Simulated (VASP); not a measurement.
Here is a VASP 6.6.1 calculation.

The input INCAR:

```
PREC = Accurate
ENCUT = 600
EDIFF = 1E-6
ISMEAR = -1
SIGMA = 0.05
LREAL = False
LASPH = True
NELM = 120
ALGO = Normal
ISIF = 2
LWAVE = False
LCHARG = False
GGA = PE
NBANDS = 15
GGA_COMPAT = False
```

File KPOINTS:

```
regular mesh
0
Gamma
  17 17 9
```

Contents of POSCAR:

```
Os
1.0
    2.8396368918      0.0000000000      0.0000000000
   -1.4198184459      2.4591976858      0.0000000000
    0.0000000000      0.0000000000      4.4768554121
Os
2
Direct
    0.3333333333      0.6666666667      0.2500000000
    0.6666666667      0.3333333333      0.7500000000
```

Potentials or basis: VASP PAW PBE potentials, release 64 (Os).

The run is started by

```sh
$ cat potpaw_PBE.64/Os/POTCAR > POTCAR
$ mpirun -np 1 vasp_std > vasp.out
```

(1) What does it give for the pressure?

(2) Predict the band gap on the k mesh.

Answers

(1) -29.4 GPa.

(2) zero (bands 8 and 9 overlap by 3.25 eV).

Caveat: the cell stands under tension; spin-orbit coupling is left out, which moves the levels of the heavy elements.
